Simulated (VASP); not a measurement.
# HOs12 (a cell with a defect) in VASP: further runs

The runs below take HOs12 (a cell with a defect) through single point, relaxation of the atoms, with LDA.

Everything below comes from runs of VASP 6.6.1. Logs are shortened: lines on timing, memory, paths and dates and some standing lists are left out, and cuts for length are marked.

**1. The cell of the first run**

The cell holds a defect, 13 atoms: a = 5.480 Å, b = 8.220 Å, c = 4.326 Å, α = 90.00°, β = 90.00°, γ = 120.00°.

**2. Single point, LDA**

INCAR

```
SYSTEM = HOs12
ALGO     = Normal         ! electronic algorithm
EDIFF    = 1E-6           ! SCF threshold, eV
ENCUT    = 520            ! plane-wave cutoff, eV
ISIF     = 2              ! what is computed and relaxed
ISMEAR   = -1             ! smearing method
LASPH    = .TRUE.         ! aspherical terms in the spheres
LCHARG   = .TRUE.         ! write CHGCAR
LELF     = .TRUE.         ! ELF
LREAL    = .FALSE.        ! projectors in reciprocal space
LVHAR    = .TRUE.       
LWAVE    = .FALSE.        ! write WAVECAR
NBANDS   = 60             ! bands
NELM     = 60             ! most SCF steps
PREC     = Accurate       ! precision mode
SIGMA    = 0.1            ! smearing width, eV
```

KPOINTS

```
k-points
0
G
  3 2 3
  0 0 0
```

POSCAR

```
HOs12
1.0
    5.4800000000      0.0000000000      0.0000000000
   -4.1100000000      7.1187290000      0.0000000000
    0.0000000000      0.0000000000      4.3264600000
Os H
12 1
Direct
    0.0051792799     -0.0019309733     -0.0052349703
    0.1749165410      0.2246072035      0.5038174752
    0.0033722609      0.3374131541     -0.0070079741
    0.1673874283      0.5575854468      0.4980009266
   -0.0010415738      0.6661929805      0.0023060028
    0.1647164779      0.8857185095      0.4988073962
    0.4922629962     -0.0031002627     -0.0051146175
    0.6620092164      0.2233759059      0.5038975759
    0.5024602602      0.3357600889     -0.0000950346
    0.6681641204      0.5552963167      0.4965247922
    0.4997018549      0.6639004534      0.0006739927
    0.6637735921      0.8841114080      0.5057488005
    0.8338136455      0.1106877688      0.2490360345
```

Potentials or basis: VASP PAW LDA potentials, release 64 (Os, H).

On the command line:

```sh
$ cat potpaw_LDA.64/Os/POTCAR potpaw_LDA.64/H/POTCAR > POTCAR
$ mpirun -np 1 vasp_std > vasp.out
```

OUTCAR:

```text
SYSTEM = HOs12
   EDIFF = 1E-6
   ENCUT = 520
   ISIF = 2
   ISMEAR = -1
   LASPH = .TRUE.
   LREAL = .FALSE.
   NELM = 60
   PREC = Accurate

 ion  position               nearest neighbor table
   1  0.005  0.998  0.995-  13 1.95   6 2.65  12 2.66   2 2.67   7 2.67   6 2.68   5 2.71   2 2.73
                            12 2.74   9 2.75  11 2.76   3 2.79   7 2.81
   2  0.175  0.225  0.504-  13 1.96   9 2.65   3 2.66   1 2.67   8 2.67   9 2.68  10 2.71   1 2.73
                             3 2.74   4 2.76   6 2.76  12 2.80   8 2.81
   3  0.003  0.337  0.993-  13 1.96   4 2.65   2 2.66   8 2.66   4 2.69  11 2.70   5 2.72   9 2.74
                             2 2.74   8 2.74   9 2.74   1 2.79   7 2.80
   4  0.167  0.558  0.498-   3 2.65   5 2.66  11 2.67  11 2.69   3 2.69   5 2.69  12 2.70   6 2.70
                            10 2.73  10 2.75   2 2.76   8 2.76
   5  0.999  0.666  0.002-  10 2.65   6 2.66   4 2.66   6 2.68   4 2.69  10 2.69   7 2.71   1 2.71
                             3 2.72   9 2.72  11 2.73  11 2.75
   6  0.165  0.886  0.499-   7 2.65   1 2.65   5 2.66   7 2.68   1 2.68   5 2.68   4 2.70  10 2.72
                            12 2.74  12 2.74   8 2.75   2 2.76
   7  0.492  0.997  0.995-  13 1.96   6 2.65  12 2.66   8 2.67   1 2.67   6 2.68   5 2.71   8 2.73
                            12 2.74  11 2.76   9 2.76   3 2.80   1 2.81
   8  0.662  0.223  0.504-  13 1.96   9 2.65   3 2.66   7 2.67   2 2.67   9 2.68  10 2.71   7 2.73
                             3 2.74   6 2.75   4 2.76  12 2.79   2 2.81
   9  0.502  0.336  1.000-   2 2.65   8 2.65  10 2.66   2 2.68   8 2.68  10 2.68  11 2.70   5 2.72
                             3 2.74   3 2.74   1 2.75   7 2.76
  10  0.668  0.555  0.497-   5 2.65   9 2.66  11 2.66   9 2.68  11 2.69   5 2.69   2 2.71   8 2.71
                            12 2.72   6 2.72   4 2.73   4 2.75
  11  0.500  0.664  0.001-  12 2.65  10 2.66   4 2.67   4 2.69  10 2.69  12 2.69   3 2.70   9 2.70
                             5 2.73   5 2.75   7 2.76   1 2.76
  12  0.664  0.884  0.506-  13 1.96  11 2.65   7 2.66   1 2.66  11 2.69   4 2.70  10 2.72   7 2.74
                             6 2.74   1 2.74   6 2.74   8 2.79   2 2.80
  13  0.834  0.111  0.249-   1 1.95   3 1.96   8 1.96  12 1.96   2 1.96   7 1.96

  LATTYP: Found a simple monoclinic cell.
 ALAT       =     5.4800000000
 B/A-ratio  =     0.7895000000
 C/A-ratio  =     1.3228756879
 COS(beta)  =    -0.1889822319

  Lattice vectors:

 A1 = (   5.4800000000,   0.0000000000,   0.0000000000)
 A2 = (   0.0000000000,   0.0000000000,   4.3264600000)
 A3 = (  -1.3700000000,  -7.1187290000,   0.0000000000)

Analysis of symmetry for initial positions (statically):
=====================================================================
 Subroutine PRICEL returns:
 Original cell was already a primitive cell.

 Routine SETGRP: Setting up the symmetry group for a
 simple monoclinic supercell.

 Subroutine GETGRP returns: Found  1 space group operations
 (whereof  1 operations were pure point group operations)
 out of a pool of  4 trial point group operations.

The static configuration has the point symmetry C_1 .

Analysis of symmetry for dynamics (positions and initial velocities):
=====================================================================
 Subroutine PRICEL returns:
 Original cell was already a primitive cell.

 Routine SETGRP: Setting up the symmetry group for a
 simple monoclinic supercell.

 Subroutine GETGRP returns: Found  1 space group operations
 (whereof  1 operations were pure point group operations)
 out of a pool of  4 trial point group operations.

The dynamic configuration has the point symmetry C_1 .

 Subroutine INISYM returns: Found  1 space group operations
 (whereof  1 operations are pure point group operations),
 and found     1 'primitive' translations

----------------------------------------------------------------------------------------

                                     Primitive cell

  volume of cell :     168.7780

  direct lattice vectors                    reciprocal lattice vectors
     5.480000000  0.000000000  0.000000000     0.182481752  0.105355886  0.000000000
    -4.110000000  7.118729000  0.000000000     0.000000000  0.140474514  0.000000000
     0.000000000  0.000000000  4.326460000     0.000000000  0.000000000  0.231135848

  length of vectors
     5.480000000  8.220000157  4.326460000     0.210711776  0.140474514  0.231135848

  position of ions in fractional coordinates (direct lattice)
     0.005179280  0.998069027  0.994765030
     0.174916541  0.224607203  0.503817475
     0.003372261  0.337413154  0.992992026
     0.167387428  0.557585447  0.498000927
     0.998958426  0.666192980  0.002306003
     0.164716478  0.885718510  0.498807396
     0.492262996  0.996899737  0.994885383
     0.662009216  0.223375906  0.503897576
     0.502460260  0.335760089  0.999904965
     0.668164120  0.555296317  0.496524792
     0.499701855  0.663900453  0.000673993
     0.663773592  0.884111408  0.505748801
[... 44 lines left out ...]
|           W WW W  AAAAAA  RRRRR   N  N N  II  N  N N  G  GGG   !            |
|           WW  WW  A    A  R   R   N   NN  II  N   NN  G    G                |
|           W    W  A    A  R    R  N    N  II  N    N   GGGG   !!!           |
|                                                                             |
|     Your reciprocal lattice and k-lattice belong to different lattice       |
|     classes:                                                                |
|                                                                             |
|        The reciprocal lattice is simple monoclinic,                         |
|        whereas your k-lattice is hexagonal.                                 |
|                                                                             |
|     Results are often still useful ...                                      |
|                                                                             |
 -----------------------------------------------------------------------------

 Subroutine IBZKPT returns following result:
 ===========================================

 Found     10 irreducible k-points:

 Following reciprocal coordinates:
            Coordinates               Weight
  0.000000  0.000000  0.000000      1.000000
  0.333333  0.000000  0.000000      2.000000
  0.000000  0.500000  0.000000      1.000000
  0.333333  0.500000  0.000000      2.000000
  0.000000  0.000000  0.333333      2.000000
  0.333333  0.000000  0.333333      2.000000
 -0.333333 -0.000000  0.333333      2.000000
  0.000000  0.500000  0.333333      2.000000
  0.333333  0.500000  0.333333      2.000000
 -0.333333  0.500000  0.333333      2.000000
   k-points           NKPTS =     10   k-points in BZ     NKDIM =     10   number of bands    NBANDS=     60
   number of dos      NEDOS =    301   number of ions     NIONS =     13
   total plane-waves  NPLWV =  86016
   dimension x,y,z NGX =    42 NGY =   64 NGZ =   32
   dimension x,y,z NGXF=    84 NGYF=  128 NGZF=   64
   ions per type =              12   1
   NGX,Y,Z   is equivalent  to a cutoff of  12.74, 12.94, 12.30 a.u.
   NGXF,Y,Z  is equivalent  to a cutoff of  25.48, 25.89, 24.59 a.u.
 SYSTEM =  HOs12
   PREC   = accura    normal or accurate (medium, high low for compatibility)
   ISTART =      0    job   : 0-new  1-cont  2-samecut
   ICHARG =      2    charge: 1-file 2-atom 10-const
   ISPIN  =      1    spin polarized calculation?
   LNONCOLLINEAR =      F non collinear calculations
   LSORBIT =      F    spin-orbit coupling
   LASPH  =      T    aspherical Exc in radial PAW
   ENCUT  =  520.0 eV  38.22 Ry    6.18 a.u.  10.19 15.28  8.04*2*pi/ulx,y,z
   NELM   =     60;   NELMIN=  2; NELMDL= -5     # of ELM steps
   EDIFF  = 0.1E-05   stopping-criterion for ELM
   LREAL  =      F    real-space projection
   EDIFFG = 0.1E-04   stopping-criterion for IOM
   NSW    =      0    number of steps for IOM
   IBRION =     -1    ionic relax: 0-MD 1-quasi-New 2-CG
   NFREE  =      0    steps in history (QN), initial steepest desc. (CG)
   ISIF   =      2    stress and relaxation
   ISYM   =      2    0-nonsym 1-usesym 2-fastsym
   POTIM  = 0.5000    time-step for ionic-motion
   TEBEG  =    0.0;   TEEND  =   0.0 temperature during run
   PSTRESS=    0.0 pullay stress
   NELECT =      97.0000    total number of electrons
   NUPDOWN=      -1.0000    fix difference up-down
   EMIN   =  10.00;   EMAX   =-10.00  energy-range for DOS
   EFERMI =   0.00;   METHOD = LEGACY
   ISMEAR =    -1;   SIGMA  =   0.10  broadening in eV -4-tet -1-fermi 0-gaus
   EFERMI_NEDOS =   21; number of points for ismear=-14 and -15
   IALGO  =     38    algorithm
   IMIX   =      4    mixing-type and parameters
     AMIX     =   0.40;   BMIX     =  1.00
     AMIX_MAG =   1.60;   BMIX_MAG =  1.00
  volume/ion in A,a.u.               =      12.98        87.61
  Fermi-wavevector in a.u.,A,eV,Ry     =   1.361111  2.572127 25.206464  1.852623
  Thomas-Fermi vector in A             =   2.487715
   LORBIT       =      0    0 simple, 1 ext, 2 COOP (PROOUT), +10 PAW based schemes
   GGA     = CA    functional components
   LHFCALC =     F    Hartree Fock is set to
   AEXX    =    0.0000 exact exchange contribution
   IVDW    =     0    specifies the selected vdW correction
   LEPSILON=     F    determine dielectric tensor
   LRPA    =     F    only Hartree local field effects (RPA)
 non-spin polarized calculation
  energy-cutoff  :      520.00
  volume of cell :      168.78
 maximum number of plane-waves:      4559
 NGX is ok and might be reduce to    42
   NGX = 21   NGY = 31   NGZ = 17

 number of electron      97.0000001 magnetization

 Free energy of the ion-electron system (eV)
  ---------------------------------------------------
  ext. energy  EPLUGINS =         0.00000000
  ---------------------------------------------------
  free energy    TOTEN  =      -153.98301793 eV

  energy without entropy =     -153.74896152  energy(sigma->0) =     -153.86598972

 E-fermi :   9.5623     XC(G=0): -14.1917

 val. band max:        9.5195798358   @ k =   0.3333   0.0000   0.3333
 cond. band min:       9.6817548424   @ k =   0.3333   0.0000   0.0000
 fundamental gap:      0.1621750066
 Fermi energy:         9.5622973311

 k-point     1 :       0.0000    0.0000    0.0000
  band No.  band energies     occupation
      1      -2.1539      2.00000
      2       0.3249      2.00000
      3       1.6298      2.00000
      4       1.7136      2.00000
      5       2.0785      2.00000
      6       2.3853      2.00000
[... 619 lines left out ...]
     59      11.2654      0.00000
     60      11.2763      0.00000

------------------------ aborting loop because EDIFF is reached ----------------------------------------

  FORCE on cell =-STRESS in cart. coord.  units (eV):
  Direction    XX          YY          ZZ          XY          YZ          ZX
  --------------------------------------------------------------------------------------
  -------------------------------------------------------------------------------------
  Total       -2.7660747     -2.5506596     -6.5719764     -0.0792183     -0.0109394     -0.0270466
  in kB      -26.2578264    -24.2129318    -62.3865349     -0.7520048     -0.1038460     -0.2567483
  external PRESSURE =     -37.6190977 kB  Pullay stress =       0.0000000 kB

 VOLUME and BASIS-vectors are now :
 -----------------------------------------------------------------------------
  energy-cutoff  :      520.00
  volume of cell :      168.78
      direct lattice vectors                 reciprocal lattice vectors
     5.480000000  0.000000000  0.000000000     0.182481752  0.105355886  0.000000000
    -4.110000000  7.118729000  0.000000000     0.000000000  0.140474514  0.000000000
     0.000000000  0.000000000  4.326460000     0.000000000  0.000000000  0.231135848

 POSITION                                       TOTAL-FORCE (eV/Angst)
 -----------------------------------------------------------------------------------
     -4.07368      7.10498      4.30381         0.030735     -0.016390     -0.040243
      0.03541      1.59892      2.17975         0.021139      0.005813      0.027828
     -1.36829      2.40195      4.29614        -0.001507      0.037308     -0.055502
     -1.37439      3.96930      2.15458         0.026029      0.009413      0.000125
      2.73624      4.74245      0.00998         0.016599     -0.006046     -0.004320
     -2.73766      6.30519      2.15807        -0.003646     -0.003335      0.010555
     -1.39966      7.09666      4.30433        -0.023708     -0.006483     -0.026833
      2.70974      1.59015      2.18009        -0.030691      0.018702      0.040859
      1.37351      2.39019      4.32605         0.005399      0.004317     -0.011327
      1.37927      3.95300      2.14819        -0.016468      0.005733     -0.001042
      0.00974      4.72613      0.00292        -0.022701     -0.009726      0.002487
      0.00378      6.29375      2.18810         0.002036     -0.040384      0.055029
      4.11437      0.78796      1.07744        -0.003216      0.001077      0.002386
 -----------------------------------------------------------------------------------
    total drift:                                0.000081     -0.000052     -0.000042

  FREE ENERGIE OF THE ION-ELECTRON SYSTEM (eV)
  ---------------------------------------------------
  free  energy   TOTEN  =      -153.9830179296 eV

  energy  without entropy=     -153.7489615187  energy(sigma->0) =     -153.86598972
```

It took 2.5 min on 1 thread of Intel Xeon Platinum 8488C (Sapphire Rapids), shared host; peak memory 0.26 GiB.

Results:

- Free energy: -153.9830 eV
- Pressure: -3.8 GPa
- Largest force: 0.068 eV/Å
- Band gap on the k mesh: zero (an odd number of electrons rules out a gap without spin polarisation)

Forces on the atoms (eV/Å):
```
Os   0.031 -0.016 -0.040
Os   0.021  0.006  0.028
Os  -0.002  0.037 -0.056
Os   0.026  0.009  0.000
Os   0.017 -0.006 -0.004
Os  -0.004 -0.003  0.011
Os  -0.024 -0.006 -0.027
Os  -0.031  0.019  0.041
Os   0.005  0.004 -0.011
Os  -0.016  0.006 -0.001
Os  -0.023 -0.010  0.002
Os   0.002 -0.040  0.055
H   -0.003  0.001  0.002
```

Stress tensor (GPa, compression positive):
```
-2.63 -0.08 -0.03
-0.08 -2.42 -0.01
-0.03 -0.01 -6.24
```

Caveat: the k points lie up to 0.48 Å⁻¹ apart, too coarse for converged energies and pressures of a metal; spin-orbit coupling is left out, which moves the levels of the heavy elements.

**3. Relaxation of the atoms, LDA**

INCAR

```
ALGO = Normal
EDIFF = 1E-7
EDIFFG = -0.08
ENCUT = 520
GGA_COMPAT = False
IBRION = 2
ISIF = 2
ISMEAR = -1
LASPH = True
LCHARG = False
LREAL = False
LWAVE = False
NELM = 120
NELMIN = 4
NSW = 45
PREC = Accurate
SIGMA = 0.1
```

KPOINTS

```
k-points
0
Gamma
  3 2 3
```

POSCAR

```
HOs12
1.0
    5.4800000000      0.0000000000      0.0000000000
   -4.1100000000      7.1187290000      0.0000000000
    0.0000000000      0.0000000000      4.3264600000
Os H
12 1
Direct
    0.0000000000      0.0000000000      0.0000000000
    0.1666667000      0.2222222000      0.5000000000
    0.0000000000      0.3333333000      0.0000000000
    0.1666667000      0.5555556000      0.5000000000
    0.0000000000      0.6666667000      0.0000000000
    0.1666667000      0.8888889000      0.5000000000
    0.5000000000      0.0000000000      0.0000000000
    0.6666667000      0.2222222000      0.5000000000
    0.5000000000      0.3333333000      0.0000000000
    0.6666667000      0.5555556000      0.5000000000
    0.5000000000      0.6666667000      0.0000000000
    0.6666667000      0.8888889000      0.5000000000
    0.8367159000      0.1062846000      0.2413604000
```

Potentials or basis: VASP PAW LDA potentials, release 64 (Os, H).

On the command line:

```sh
$ cat potpaw_LDA.64/Os/POTCAR potpaw_LDA.64/H/POTCAR > POTCAR
$ mpirun -np 1 vasp_std > vasp.out
```

It took 14 min on 1 thread of Intel Xeon Platinum 8375C at 2.90GHz (Ice Lake), shared host; peak memory 0.26 GiB.

The run converged. Its results:

```yaml
Free_energy: -153.9817 eV
Energy_gained_by_relaxing: 12.6 meV/atom
Ionic_steps: 7
Pressure_after_relaxing: -3.7 GPa
Largest_force_after_relaxing: 0.075 eV/Å
Band_gap_on_the_k_mesh: zero (an odd number of electrons rules out a gap without spin polarisation)
```

Forces on the atoms (eV/Å):
```
Os  -0.001 -0.002  0.022
Os   0.003  0.022 -0.027
Os   0.024 -0.001 -0.002
Os   0.035  0.001 -0.003
Os   0.028  0.020 -0.012
Os   0.009  0.001  0.014
Os   0.013 -0.043  0.017
Os  -0.004  0.000 -0.017
Os  -0.016  0.004 -0.018
Os  -0.015 -0.029  0.003
Os  -0.024 -0.003 -0.007
Os  -0.007 -0.012 -0.014
H   -0.045  0.042  0.043
```

Stress tensor (GPa, compression positive):
```
-2.60 -0.10 -0.03
-0.10 -2.41 -0.01
-0.03 -0.01 -6.14
```

The path:
| step | energy change (eV) | largest force (eV/Å) | pressure (GPa) |
| --- | --- | --- | --- |
| 1 | 0.0000 | 1.3620 | -3.65 |
| 2 | -0.1295 | 0.5409 | -3.46 |
| 3 | -0.1509 | 0.3397 | -3.77 |
| 4 | -0.1625 | 0.0997 | -3.74 |
| 5 | -0.1626 | 0.0972 | -3.73 |
| 6 | -0.1639 | 0.0839 | -3.72 |
| 7 | -0.1641 | 0.0752 | -3.72 |

Final structure:
```cif
data_structure
_symmetry_space_group_name_H-M 'P 1'
_symmetry_Int_Tables_number 1
_cell_length_a 5.4800
_cell_length_b 8.2200
_cell_length_c 4.3265
_cell_angle_alpha 90.000
_cell_angle_beta 90.000
_cell_angle_gamma 120.000
_cell_volume 168.78
loop_
_atom_site_label
_atom_site_type_symbol
_atom_site_fract_x
_atom_site_fract_y
_atom_site_fract_z
_atom_site_occupancy
Os1 Os 0.00558 0.99785 0.99387 1
Os2 Os 0.17454 0.22478 0.50479 1
Os3 Os 0.00287 0.33781 0.99298 1
Os4 Os 0.16709 0.55768 0.49834 1
Os5 Os 0.99868 0.66624 0.00310 1
Os6 Os 0.16481 0.88574 0.49876 1
Os7 Os 0.49201 0.99768 0.99491 1
Os8 Os 0.66225 0.22362 0.50448 1
Os9 Os 0.50282 0.33603 0.00048 1
Os10 Os 0.66806 0.55577 0.49670 1
Os11 Os 0.49926 0.66396 0.00142 1
Os12 Os 0.66331 0.88428 0.50740 1
H1 H 0.83544 0.10816 0.24412 1
```

Levels at points of the mesh, in eV from the Fermi level:
| k point | band 44 | band 45 | band 46 | band 47 | band 48 | band 49 | band 50 | band 51 | band 52 | band 53 |
| --- | --- | --- | --- | --- | --- | --- | --- | --- | --- | --- |
| (0.00, 0.00, 0.00) | -1.67 | -0.38 | 0.13 | 0.23 | 0.46 | 0.48 | 0.64 | 0.70 | 0.78 | 0.78 |
| (0.00, 0.50, 0.00) | -1.86 | -1.71 | -1.57 | -1.55 | -1.38 | 0.62 | 0.70 | 1.78 | 1.86 | 1.87 |

Caveat: the k points lie up to 0.48 Å⁻¹ apart, too coarse for converged energies and pressures of a metal; spin-orbit coupling is left out, which moves the levels of the heavy elements; the relaxation stopped at a loose force limit of 0.08 eV/Å, so its end isn't a converged minimum.

The gap in the log of VASP goes by the Fermi energy; the results here count the filled bands.